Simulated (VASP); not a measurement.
# Sb (I4/mmm) in VASP: a series of runs

The runs below take Sb through electric field gradients, with r2SCAN.

All numbers are computed with VASP 6.6.1; they aren't measurements. Logs are shortened: lines on timing, memory, paths and dates and some standing lists are left out, and cuts for length are marked.

## Step 1: The cell of the first run

It takes space group I4/mmm (No. 139, tetragonal). Conventional cell: a = 3.724 Å, b = 3.724 Å, c = 3.780 Å, α = 90.00°, β = 90.00°, γ = 90.00°. Within 4.3 Å of Sb (site symmetry 4/mmm) lie 14 Sb at 3.24 to 3.78 Å.

## Step 2: Electric field gradients, r2SCAN (z stretched by +1 % at fixed volume)

Input file POSCAR:

```
Sb
1.0
   -1.8620537774      1.8620537774      1.8900542952
    1.8620537774     -1.8620537774      1.8900542952
    1.8620537774      1.8620537774     -1.8900542952
Sb
1
Direct
    0.0000000000      0.0000000000      0.0000000000
```

Input file INCAR.step1:

```
PREC = Accurate
ENCUT = 520
ISMEAR = -1
SIGMA = 0.08
LREAL = False
LASPH = True
NELM = 60
NBANDS = 8
GGA = PE
ALGO = Normal
EDIFF = 1E-4
LWAVE = True
LCHARG = False
```

Input file INCAR.step2:

```
PREC = Accurate
ENCUT = 520
EDIFF = 1E-8
ISMEAR = -1
SIGMA = 0.08
LREAL = False
LASPH = True
NELM = 60
ALGO = Normal
ISIF = 2
LWAVE = False
LCHARG = False
METAGGA = R2SCAN
LMIXTAU = True
LEFG = True
NBANDS = 8
ISTART = 1
```

Input file KPOINTS:

```
Automatic mesh
0
Gamma
  12 12 12
```

Potentials or basis: VASP PAW PBE potentials, release 64 (Sb).

Launch:

```bash
> cat potpaw_PBE.64/Sb/POTCAR > POTCAR
> cp INCAR.step1 INCAR
> mpirun -np 1 vasp_std > vasp.out
> cp INCAR.step2 INCAR
> mpirun -np 1 vasp_std > vasp.out
```

OUTCAR:

```text
PREC = Accurate
   ENCUT = 520
   EDIFF = 1E-8
   ISMEAR = -1
   LREAL = False
   LASPH = True
   NELM = 60
   ISIF = 2
   METAGGA = R2SCAN
   ISTART = 1

 ion  position               nearest neighbor table
   1  0.000  0.000  0.000-

  LATTYP: Found a body centered tetragonal cell.
 ALAT       =     3.7241075548
 C/A-ratio  =     1.0150374378

  Lattice vectors:

 A1 = (  -1.8620537774,   1.8620537774,   1.8900542952)
 A2 = (   1.8620537774,  -1.8620537774,   1.8900542952)
 A3 = (   1.8620537774,   1.8620537774,  -1.8900542952)

Analysis of symmetry for initial positions (statically):
=====================================================================
 Subroutine PRICEL returns:
 Original cell was already a primitive cell.

 Routine SETGRP: Setting up the symmetry group for a
 body centered tetragonal supercell.

 Subroutine GETGRP returns: Found 16 space group operations
 (whereof 16 operations were pure point group operations)
 out of a pool of 16 trial point group operations.

The static configuration has the point symmetry D_4h.

Analysis of symmetry for dynamics (positions and initial velocities):
=====================================================================
 Subroutine PRICEL returns:
 Original cell was already a primitive cell.

 Routine SETGRP: Setting up the symmetry group for a
 body centered tetragonal supercell.

 Subroutine GETGRP returns: Found 16 space group operations
 (whereof 16 operations were pure point group operations)
 out of a pool of 16 trial point group operations.

The dynamic configuration has the point symmetry D_4h.

 Subroutine INISYM returns: Found 16 space group operations
 (whereof 16 operations are pure point group operations),
 and found     1 'primitive' translations

----------------------------------------------------------------------------------------

                                     Primitive cell

  volume of cell :      26.2131

  direct lattice vectors                    reciprocal lattice vectors
    -1.862053777  1.862053777  1.890054295     0.000000000  0.268520709  0.264542665
     1.862053777 -1.862053777  1.890054295     0.268520709  0.000000000  0.264542665
     1.862053777  1.862053777 -1.890054295     0.268520709  0.268520709  0.000000000

  length of vectors
     3.241418482  3.241418482  3.241418482     0.376943222  0.376943222  0.379745628

  position of ions in fractional coordinates (direct lattice)
     0.000000000  0.000000000  0.000000000

  ion indices of the primitive-cell ions
   primitive index   ion index
                 1           1

----------------------------------------------------------------------------------------

 KPOINTS: Automatic mesh

Automatic generation of k-mesh.
 Grid dimensions read from file:
 generate k-points for:   12   12   12

 Generating k-lattice:

  Cartesian coordinates                     Fractional coordinates (reciprocal lattice)
     0.000000000  0.022376726  0.022045222     0.083333333  0.000000000 -0.000000000
     0.022376726  0.000000000  0.022045222     0.000000000  0.083333333 -0.000000000
     0.022376726  0.022376726  0.000000000     0.000000000  0.000000000  0.083333333

  Length of vectors
     0.031411935  0.031411935  0.031645469

  Shift w.r.t. Gamma in fractional coordinates (k-lattice)
     0.000000000  0.000000000  0.000000000

 Subroutine IBZKPT returns following result:
 ===========================================

 Found    163 irreducible k-points:

 Following reciprocal coordinates:
            Coordinates               Weight
  0.000000  0.000000  0.000000      1.000000
  0.083333 -0.000000  0.000000      8.000000
  0.166667 -0.000000  0.000000      8.000000
  0.250000  0.000000  0.000000      8.000000
  0.333333  0.000000  0.000000      8.000000
  0.416667 -0.000000  0.000000      8.000000
[... 16 lines left out ...]
  0.500000  0.166667  0.000000     16.000000
 -0.416667  0.166667  0.000000     16.000000
 [... further k-points ...]
   k-points           NKPTS =    163   k-points in BZ     NKDIM =    163   number of bands    NBANDS=      8
   number of dos      NEDOS =    301   number of ions     NIONS =      1
   total plane-waves  NPLWV =  13824
   dimension x,y,z NGX =    24 NGY =   24 NGZ =   24
   dimension x,y,z NGXF=    48 NGYF=   48 NGZF=   48
   ions per type =               1
   NGX,Y,Z   is equivalent  to a cutoff of  12.31, 12.31, 12.31 a.u.
   NGXF,Y,Z  is equivalent  to a cutoff of  24.62, 24.62, 24.62 a.u.
 SYSTEM =  unknown system
   PREC   = accura    normal or accurate (medium, high low for compatibility)
   ISTART =      1    job   : 0-new  1-cont  2-samecut
   ICHARG =      0    charge: 1-file 2-atom 10-const
   ISPIN  =      1    spin polarized calculation?
   LNONCOLLINEAR =      F non collinear calculations
   LSORBIT =      F    spin-orbit coupling
   LASPH  =      T    aspherical Exc in radial PAW
   ENCUT  =  520.0 eV  38.22 Ry    6.18 a.u.   6.03  6.03  6.03*2*pi/ulx,y,z
   NELM   =     60;   NELMIN=  2; NELMDL=  0     # of ELM steps
   EDIFF  = 0.1E-07   stopping-criterion for ELM
   LREAL  =      F    real-space projection
   EDIFFG = 0.1E-06   stopping-criterion for IOM
   NSW    =      0    number of steps for IOM
   IBRION =     -1    ionic relax: 0-MD 1-quasi-New 2-CG
   NFREE  =      0    steps in history (QN), initial steepest desc. (CG)
   ISIF   =      2    stress and relaxation
   ISYM   =      2    0-nonsym 1-usesym 2-fastsym
   POTIM  = 0.5000    time-step for ionic-motion
   TEBEG  =    0.0;   TEEND  =   0.0 temperature during run
   PSTRESS=    0.0 pullay stress
   NELECT =       5.0000    total number of electrons
   NUPDOWN=      -1.0000    fix difference up-down
   EMIN   =  10.00;   EMAX   =-10.00  energy-range for DOS
   EFERMI =   0.00;   METHOD = LEGACY
   ISMEAR =    -1;   SIGMA  =   0.08  broadening in eV -4-tet -1-fermi 0-gaus
   EFERMI_NEDOS =   21; number of points for ismear=-14 and -15
   IALGO  =     38    algorithm
   IMIX   =      4    mixing-type and parameters
     AMIX     =   0.40;   BMIX     =  1.00
     AMIX_MAG =   1.60;   BMIX_MAG =  1.00
  volume/ion in A,a.u.               =      26.21       176.89
  Fermi-wavevector in a.u.,A,eV,Ry     =   0.942378  1.780837 12.083018  0.888077
  Thomas-Fermi vector in A             =   2.069982
   LORBIT       =      0    0 simple, 1 ext, 2 COOP (PROOUT), +10 PAW based schemes
   METAGGA = R2SCAN    functional components
   LHFCALC =     F    Hartree Fock is set to
   AEXX    =    0.0000 exact exchange contribution
   IVDW    =     0    specifies the selected vdW correction
   LEPSILON=     F    determine dielectric tensor
   LRPA    =     F    only Hartree local field effects (RPA)
 non-spin polarized calculation
  energy-cutoff  :      520.00
  volume of cell :       26.21
 maximum number of plane-waves:       723
   NGX = 13   NGY = 13   NGZ = 13

 number of electron       4.9999999 magnetization

 Free energy of the ion-electron system (eV)
  ---------------------------------------------------
  ext. energy  EPLUGINS =         0.00000000
  ---------------------------------------------------
  free energy    TOTEN  =       -25.35924658 eV

  energy without entropy =      -25.34799114  energy(sigma->0) =      -25.35361886

 E-fermi :   8.7646     XC(G=0): -10.9060

 val. band max:        8.7379631343   @ k =  -0.2500   0.3333   0.2500
 cond. band min:       8.7723457891   @ k =  -0.1667  -0.4167   0.0833
 fundamental gap:      0.0343826549
 Fermi energy:         8.7645719108

 k-point     1 :       0.0000    0.0000    0.0000
  band No.  band energies     occupation
      1      -4.9393      2.00000
      2      14.6990      0.00000
      3      14.7680      0.00000
      4      14.7680      0.00000
      5      19.7246      0.00000
      6      19.7246      0.00000
      7      19.9775      0.00000
      8      21.2830      0.00000

 k-point     2 :       0.0833   -0.0000    0.0000
  band No.  band energies     occupation
      1      -4.7823      2.00000
      2      13.5336      0.00000
      3      14.2362      0.00000
      4      14.6150      0.00000
      5      19.0721      0.00000
      6      19.1022      0.00000
      7      20.5443      0.00000
      8      20.8042      0.00000
[... 221 lines left out ...]
 k-point    23 :       0.5000    0.1667    0.0000
  band No.  band energies     occupation
      1      -0.8405      2.00000
      2       4.1320      2.00000
      3       8.2434      1.99704
      4      11.8185      0.00000
      5      17.1682      0.00000
      6      19.3925      0.00000
      7      21.1669      0.00000
      8      23.8525      0.00000

 k-point    24 :      -0.4167    0.1667    0.0000
  band No.  band energies     occupation
      1      -2.0238      2.00000
      2       6.0367      2.00000
      3       8.9189      0.25377
      4      12.1508      0.00000
      5      17.4244      0.00000
      6      18.8166      0.00000
      7      21.0722      0.00000
      8      23.6090      0.00000

 [... further k-points ...]

------------------------ aborting loop because EDIFF is reached ----------------------------------------

  FORCE on cell =-STRESS in cart. coord.  units (eV):
  Direction    XX          YY          ZZ          XY          YZ          ZX
  --------------------------------------------------------------------------------------
  -------------------------------------------------------------------------------------
  Total        0.3213220      0.3213220      0.2597247      0.0000000      0.0000000      0.0000000
  in kB       19.6395853     19.6395853     15.8746851      0.0000000      0.0000000      0.0000000
  external PRESSURE =      18.3846186 kB  Pullay stress =       0.0000000 kB

 VOLUME and BASIS-vectors are now :
 -----------------------------------------------------------------------------
  energy-cutoff  :      520.00
  volume of cell :       26.21
      direct lattice vectors                 reciprocal lattice vectors
    -1.862053777  1.862053777  1.890054295     0.000000000  0.268520709  0.264542665
     1.862053777 -1.862053777  1.890054295     0.268520709  0.000000000  0.264542665
     1.862053777  1.862053777 -1.890054295     0.268520709  0.268520709  0.000000000

 POSITION                                       TOTAL-FORCE (eV/Angst)
 -----------------------------------------------------------------------------------
      0.00000      0.00000      0.00000         0.000000      0.000000     -0.000000
 -----------------------------------------------------------------------------------
    total drift:                                0.000000     -0.000000     -0.000000

  FREE ENERGIE OF THE ION-ELECTRON SYSTEM (eV)
  ---------------------------------------------------
  free  energy   TOTEN  =       -25.3592465835 eV

  energy  without entropy=      -25.3479911412  energy(sigma->0) =      -25.35361886

 Electric field gradients (V/A^2)
---------------------------------------------------------------------
 ion       V_xx      V_yy      V_zz      V_xy      V_xz      V_yz
---------------------------------------------------------------------
   1       2.699     2.699    -5.398    -0.000    -0.000    -0.000
---------------------------------------------------------------------

 Electric field gradients after diagonalization (V/A^2)
 (convention: |V_zz| > |V_xx| > |V_yy|)
----------------------------------------------------------------------
 ion       V_xx      V_yy      V_zz     asymmetry (V_yy - V_xx)/ V_zz
----------------------------------------------------------------------
   1       2.699     2.699    -5.398       0.000
----------------------------------------------------------------------

           NMR quadrupolar parameters

 Cq : quadrupolar parameter    Cq=e*Q*V_zz/h
 eta: asymmetry parameters     (V_yy - V_xx)/ V_zz
 Q  : nuclear electric quadrupole moment in mb (millibarn)
----------------------------------------------------------------------
 ion       Cq(MHz)       eta       Q (mb)
----------------------------------------------------------------------
   1      -0.013       0.000       1.000
----------------------------------------------------------------------
```

Wall time 1.9 min (1 thread of Intel Xeon 8259CL, shared host); peak memory 0.17 GiB.

What came out:

```
Free energy                             : -25.3592 eV
Pressure                                : 1.8 GPa
Band gap on the k mesh                  : zero (an odd number of electrons rules out a gap without spin polarisation)
Largest electric field gradient by atom : Sb -5.4 V/Å²
```

Stress tensor (GPa, compression positive):
```
1.96 0.00 0.00
0.00 1.96 0.00
0.00 0.00 1.59
```

Electric field gradients, principal values (V/Å²):
```csv
atom,least,middle,greatest (by size)
1 Sb,2.699,2.699,-5.398
```

Caveat: without QUAD_EFG the Cq values of the log hold for a quadrupole moment of 1 mb, not for the nuclei; the PAW data sets were made with another functional, which shifts forces and pressure a little; spin-orbit coupling is left out, which moves the levels of the heavy elements.

(Part 1 of 2 ends here.)
